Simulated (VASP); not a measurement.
# KF (Carobbiite) (Fm-3m) in VASP: further runs

KF (Carobbiite) is run at these levels: PBEsol; tasks: single point.

Program: VASP 6.6.1. These are calculated values, not measurements. Logs are shortened: lines on timing, memory, paths and dates and some standing lists are left out, and cuts for length are marked.

**1. The cell of the first run**

It takes space group Fm-3m (No. 225, cubic). The conventional cell has a = 5.271 Å, b = 5.271 Å, c = 5.271 Å, α = 90.00°, β = 90.00°, γ = 90.00°. Within 3.5 Å of K (site symmetry m-3m) lie 6 F at 2.64 Å. F (site symmetry m-3m) has 6 K at 2.64 Å within 3.5 Å.

**2. Single point, PBEsol**

File INCAR:

```
SYSTEM = KF
PREC = Accurate ; ENCUT = 520
EDIFF = 1E-6 ; ISMEAR = -1
SIGMA = 0.05 ; LREAL = .FALSE.
LASPH = .TRUE. ; NELM = 80
ALGO = Normal ; ISIF = 2
LWAVE = .FALSE. ; LCHARG = .FALSE.
GGA = PS ; NBANDS = 15
```

File KPOINTS:

```
Automatic mesh
0
G
  9 9 9
  0 0 0
```

File POSCAR:

```
KF
1.0
    0.0000000000      2.6357394923      2.6357394923
    2.6357394923      0.0000000000      2.6357394923
    2.6357394923      2.6357394923      0.0000000000
K F
1 1
Direct
    0.0000000000      0.0000000000      0.0000000000
    0.5000000000      0.5000000000      0.5000000000
```

Potentials or basis: VASP PAW PBE potentials, release 64 (K_sv, F).

On the command line:

```
$ cat potpaw_PBE.64/K_sv/POTCAR potpaw_PBE.64/F/POTCAR > POTCAR
$ mpirun -np 1 vasp_std > vasp.out
```

OUTCAR:

```text
SYSTEM = KF
   PREC = Accurate
   ENCUT = 520
   EDIFF = 1E-6
   ISMEAR = -1
   LREAL = .FALSE.
   LASPH = .TRUE.
   NELM = 80
   ISIF = 2
   GGA = PS

 ion  position               nearest neighbor table
   1  0.000  0.000  0.000-   2 2.64   2 2.64   2 2.64   2 2.64   2 2.64   2 2.64
   2  0.500  0.500  0.500-   1 2.64   1 2.64   1 2.64   1 2.64   1 2.64   1 2.64

  LATTYP: Found a face centered cubic cell.
 ALAT       =     5.2714789846

  Lattice vectors:

 A1 = (   0.0000000000,   2.6357394923,   2.6357394923)
 A2 = (   2.6357394923,   0.0000000000,   2.6357394923)
 A3 = (   2.6357394923,   2.6357394923,   0.0000000000)

Analysis of symmetry for initial positions (statically):
=====================================================================
 Subroutine PRICEL returns:
 Original cell was already a primitive cell.

 Routine SETGRP: Setting up the symmetry group for a
 face centered cubic supercell.

 Subroutine GETGRP returns: Found 48 space group operations
[... 9 lines left out ...]

 Routine SETGRP: Setting up the symmetry group for a
 face centered cubic supercell.

 Subroutine GETGRP returns: Found 48 space group operations
[... 11 lines left out ...]
                                     Primitive cell

  volume of cell :      36.6216

  direct lattice vectors                    reciprocal lattice vectors
     0.000000000  2.635739492  2.635739492    -0.189700083  0.189700083  0.189700083
     2.635739492  0.000000000  2.635739492     0.189700083 -0.189700083  0.189700083
     2.635739492  2.635739492  0.000000000     0.189700083  0.189700083 -0.189700083

  length of vectors
     3.727498537  3.727498537  3.727498537     0.328570182  0.328570182  0.328570182

  position of ions in fractional coordinates (direct lattice)
     0.000000000  0.000000000  0.000000000
     0.500000000  0.500000000  0.500000000

  ion indices of the primitive-cell ions
   primitive index   ion index
                 1           1
                 2           2

----------------------------------------------------------------------------------------

 KPOINTS: Automatic mesh

Automatic generation of k-mesh.
 Grid dimensions read from file:
 generate k-points for:    9    9    9

 Generating k-lattice:

  Cartesian coordinates                     Fractional coordinates (reciprocal lattice)
    -0.021077787  0.021077787  0.021077787     0.111111111  0.000000000  0.000000000
     0.021077787 -0.021077787  0.021077787     0.000000000  0.111111111  0.000000000
     0.021077787  0.021077787 -0.021077787     0.000000000  0.000000000  0.111111111

  Length of vectors
     0.036507798  0.036507798  0.036507798

  Shift w.r.t. Gamma in fractional coordinates (k-lattice)
     0.000000000  0.000000000  0.000000000

 Subroutine IBZKPT returns following result:
 ===========================================

 Found     35 irreducible k-points:

 Following reciprocal coordinates:
            Coordinates               Weight
  0.000000  0.000000  0.000000      1.000000
  0.111111  0.000000  0.000000      8.000000
  0.222222  0.000000  0.000000      8.000000
  0.333333  0.000000  0.000000      8.000000
  0.444444  0.000000  0.000000      8.000000
  0.111111  0.111111  0.000000      6.000000
[... 16 lines left out ...]
 -0.333333  0.333333  0.000000     12.000000
  0.444444  0.444444  0.000000      6.000000
 [... further k-points ...]
   k-points           NKPTS =     35   k-points in BZ     NKDIM =     35   number of bands    NBANDS=     15
   number of dos      NEDOS =    301   number of ions     NIONS =      2
   total plane-waves  NPLWV =  21952
   dimension x,y,z NGX =    28 NGY =   28 NGZ =   28
   dimension x,y,z NGXF=    56 NGYF=   56 NGZF=   56
   ions per type =               1   1
   NGX,Y,Z   is equivalent  to a cutoff of  12.49, 12.49, 12.49 a.u.
   NGXF,Y,Z  is equivalent  to a cutoff of  24.98, 24.98, 24.98 a.u.
 SYSTEM =  KF
   PREC   = accura    normal or accurate (medium, high low for compatibility)
   ISTART =      0    job   : 0-new  1-cont  2-samecut
   ICHARG =      2    charge: 1-file 2-atom 10-const
   ISPIN  =      1    spin polarized calculation?
   LNONCOLLINEAR =      F non collinear calculations
   LSORBIT =      F    spin-orbit coupling
   LASPH  =      T    aspherical Exc in radial PAW
   ENCUT  =  520.0 eV  38.22 Ry    6.18 a.u.   6.93  6.93  6.93*2*pi/ulx,y,z
   NELM   =     80;   NELMIN=  2; NELMDL= -5     # of ELM steps
   EDIFF  = 0.1E-05   stopping-criterion for ELM
   LREAL  =      F    real-space projection
   EDIFFG = 0.1E-04   stopping-criterion for IOM
   NSW    =      0    number of steps for IOM
   IBRION =     -1    ionic relax: 0-MD 1-quasi-New 2-CG
   NFREE  =      0    steps in history (QN), initial steepest desc. (CG)
   ISIF   =      2    stress and relaxation
   ISYM   =      2    0-nonsym 1-usesym 2-fastsym
   POTIM  = 0.5000    time-step for ionic-motion
   TEBEG  =    0.0;   TEEND  =   0.0 temperature during run
   PSTRESS=    0.0 pullay stress
   NELECT =      16.0000    total number of electrons
   NUPDOWN=      -1.0000    fix difference up-down
   EMIN   =  10.00;   EMAX   =-10.00  energy-range for DOS
   EFERMI =   0.00;   METHOD = LEGACY
   ISMEAR =    -1;   SIGMA  =   0.05  broadening in eV -4-tet -1-fermi 0-gaus
   EFERMI_NEDOS =   21; number of points for ismear=-14 and -15
   IALGO  =     38    algorithm
   IMIX   =      4    mixing-type and parameters
     AMIX     =   0.40;   BMIX     =  1.00
     AMIX_MAG =   1.60;   BMIX_MAG =  1.00
  volume/ion in A,a.u.               =      18.31       123.57
  Fermi-wavevector in a.u.,A,eV,Ry     =   1.242231  2.347476 20.995663  1.543138
  Thomas-Fermi vector in A             =   2.376594
   LORBIT       =      0    0 simple, 1 ext, 2 COOP (PROOUT), +10 PAW based schemes
   GGA     = PS    functional components
   LHFCALC =     F    Hartree Fock is set to
   AEXX    =    0.0000 exact exchange contribution
   IVDW    =     0    specifies the selected vdW correction
   LEPSILON=     F    determine dielectric tensor
   LRPA    =     F    only Hartree local field effects (RPA)
 non-spin polarized calculation
  energy-cutoff  :      520.00
  volume of cell :       36.62
 maximum number of plane-waves:      1002
   NGX = 13   NGY = 13   NGZ = 13

 number of electron      16.0000016 magnetization

 Free energy of the ion-electron system (eV)
  ---------------------------------------------------
  ext. energy  EPLUGINS =         0.00000000
  ---------------------------------------------------
  free energy    TOTEN  =        -8.51718536 eV

  energy without entropy =       -8.51718536  energy(sigma->0) =       -8.51718536

 E-fermi :  -1.6661     XC(G=0):  -8.8080

 val. band max:       -2.7987165923   @ k =   0.0000   0.0000   0.0000
 cond. band min:       3.4379609166   @ k =   0.0000   0.0000   0.0000
 fundamental gap:      6.2366775088
 Fermi energy:        -1.6660544236

 k-point     1 :       0.0000    0.0000    0.0000
  band No.  band energies     occupation
      1     -28.6528      2.00000
      2     -21.3490      2.00000
      3     -11.9315      2.00000
      4     -11.9315      2.00000
      5     -11.9315      2.00000
      6      -2.7987      2.00000
      7      -2.7987      2.00000
      8      -2.7987      2.00000
      9       3.4380      0.00000
     10       7.9422      0.00000
     11       7.9422      0.00000
     12       7.9422      0.00000
     13       9.6748      0.00000
     14       9.6748      0.00000
     15      14.1727      0.00000

 k-point     2 :       0.1111    0.0000    0.0000
  band No.  band energies     occupation
      1     -28.6391      2.00000
      2     -21.3622      2.00000
      3     -11.9678      2.00000
      4     -11.9362      2.00000
      5     -11.9362      2.00000
      6      -2.9223      2.00000
      7      -2.8465      2.00000
      8      -2.8465      2.00000
      9       3.7993      0.00000
     10       7.7241      0.00000
     11       8.1191      0.00000
     12       8.1191      0.00000
     13       9.8009      0.00000
     14       9.8009      0.00000
     15      14.8234      0.00000

 k-point     3 :       0.2222    0.0000    0.0000
  band No.  band energies     occupation
      1     -28.6040      2.00000
      2     -21.3962      2.00000
      3     -12.0592      2.00000
      4     -11.9480      2.00000
      5     -11.9480      2.00000
      6      -3.2010      2.00000
      7      -2.9649      2.00000
      8      -2.9649      2.00000
      9       4.7278      0.00000
     10       7.3810      0.00000
     11       8.5812      0.00000
     12       8.5812      0.00000
     13      10.1830      0.00000
     14      10.1830      0.00000
     15      16.0483      0.00000

 k-point     4 :       0.3333    0.0000    0.0000
  band No.  band energies     occupation
      1     -28.5636      2.00000
      2     -21.4353      2.00000
      3     -12.1617      2.00000
      4     -11.9612      2.00000
      5     -11.9612      2.00000
      6      -3.4759      2.00000
      7      -3.0956      2.00000
      8      -3.0956      2.00000
      9       5.7865      0.00000
     10       7.3540      0.00000
     11       9.0994      0.00000
     12       9.0994      0.00000
     13      10.8527      0.00000
     14      10.8527      0.00000
     15      15.3834      0.00000
[... 307 lines left out ...]
 k-point    22 :      -0.4444    0.3333    0.0000
  band No.  band energies     occupation
      1     -28.5100      2.00000
      2     -21.4062      2.00000
      3     -12.4665      2.00000
      4     -12.1861      2.00000
      5     -12.1117      2.00000
      6      -3.1259      2.00000
      7      -3.0046      2.00000
      8      -2.9813      2.00000
      9       6.0314      0.00000
     10       7.8093      0.00000
     11       8.6517      0.00000
     12      10.7672      0.00000
     13      11.4033      0.00000
     14      12.5589      0.00000
     15      12.8030      0.00000

 k-point    23 :      -0.3333    0.3333    0.0000
  band No.  band energies     occupation
      1     -28.5117      2.00000
      2     -21.4227      2.00000
      3     -12.3966      2.00000
      4     -12.1951      2.00000
      5     -12.0574      2.00000
      6      -3.3087      2.00000
      7      -3.0876      2.00000
      8      -2.9666      2.00000
      9       6.5265      0.00000
     10       7.6073      0.00000
     11       8.7799      0.00000
     12      10.6488      0.00000
     13      10.9966      0.00000
     14      12.1113      0.00000
     15      14.1456      0.00000

 k-point    24 :       0.4444    0.4444    0.0000
  band No.  band energies     occupation
      1     -28.5122      2.00000
      2     -21.3808      2.00000
      3     -12.5514      2.00000
      4     -12.1715      2.00000
      5     -12.1715      2.00000
      6      -3.0291      2.00000
      7      -2.8462      2.00000
      8      -2.8462      2.00000
      9       5.3742      0.00000
     10       7.4504      0.00000
     11       9.2729      0.00000
     12      10.9703      0.00000
     13      11.5335      0.00000
     14      11.5335      0.00000
     15      13.7423      0.00000

 [... further k-points ...]
[... 5 lines left out ...]
  --------------------------------------------------------------------------------------
  -------------------------------------------------------------------------------------
  Total        0.1763597      0.1763597      0.1763597     -0.0000000     -0.0000000     -0.0000000
  in kB        7.7156500      7.7156500      7.7156500     -0.0000000     -0.0000000     -0.0000000
  external PRESSURE =       7.7156500 kB  Pullay stress =       0.0000000 kB

 VOLUME and BASIS-vectors are now :
 -----------------------------------------------------------------------------
  energy-cutoff  :      520.00
  volume of cell :       36.62
      direct lattice vectors                 reciprocal lattice vectors
     0.000000000  2.635739492  2.635739492    -0.189700083  0.189700083  0.189700083
     2.635739492  0.000000000  2.635739492     0.189700083 -0.189700083  0.189700083
     2.635739492  2.635739492  0.000000000     0.189700083  0.189700083 -0.189700083

 POSITION                                       TOTAL-FORCE (eV/Angst)
 -----------------------------------------------------------------------------------
      0.00000      0.00000      0.00000         0.000000      0.000000      0.000000
      2.63574      2.63574      2.63574        -0.000000     -0.000000     -0.000000
 -----------------------------------------------------------------------------------
    total drift:                                0.000000      0.000000      0.000000

  FREE ENERGIE OF THE ION-ELECTRON SYSTEM (eV)
  ---------------------------------------------------
  free  energy   TOTEN  =        -8.5171853627 eV

  energy  without entropy=       -8.5171853626  energy(sigma->0) =       -8.51718536
```

Run time: 11 s. Hardware: 1 thread of Intel Xeon Platinum 8488C (Sapphire Rapids), shared host; peak memory 0.16 GiB.

Results:

| Quantity | Value |
| --- | --- |
| Free energy | -8.5172 eV |
| Pressure | 0.8 GPa |
| Band gap on the k mesh | 6.24 eV, direct |

Caveat: the PAW data sets were made with another functional, which shifts forces and pressure a little. As with any semilocal functional, this PBEsol gap is likely too small.

**3. Single point, PBEsol**

This run uses another cell than the first one, of 18.69 Å³/atom, 1.021 times its volume.

File INCAR:

```
  ALGO = Normal
  EDIFF = 1E-7
  ENCUT = 520
  GGA = PS
  ISIF = 2
  ISMEAR = -1
  LASPH = T
  LCHARG = F
  LREAL = F
  LWAVE = F
  NBANDS = 15
  NELM = 80
  PREC = Accurate
  SIGMA = 0.05
```

File KPOINTS:

```
k-points
0
Gamma
  9 9 9
```

File POSCAR:

```
KF
1.0
    0.0000000000      2.6539175805      2.6539175805
    2.6539175805      0.0000000000      2.6539175805
    2.6539175805      2.6539175805      0.0000000000
K F
1 1
Direct
    0.0000000000      0.0000000000      0.0000000000
    0.5000000000      0.5000000000      0.5000000000
```

Potentials or basis: VASP PAW PBE potentials, release 64 (K_sv, F).

On the command line:

```
$ cat potpaw_PBE.64/K_sv/POTCAR potpaw_PBE.64/F/POTCAR > POTCAR
$ mpirun -np 1 vasp_std > vasp.out
```

Run time: 11 s. Hardware: 1 thread of Intel Xeon Platinum 8488C (Sapphire Rapids), shared host; peak memory 0.16 GiB.

It converged, with:

- Free energy: -8.5201 eV
- Pressure: 0.0 GPa
- Band gap on the k mesh: 6.13 eV, direct

Levels at points of the mesh, in eV from the valence-band top:
```csv
k point,band 6,band 7,band 8,band 9,band 10,band 11
"(0.00, 0.00, 0.00)",0.00,0.00,0.00,6.13,10.69,10.69
```

Caveat: the PAW data sets were made with another functional, which shifts forces and pressure a little.

(Part 1 of 2 ends here.)
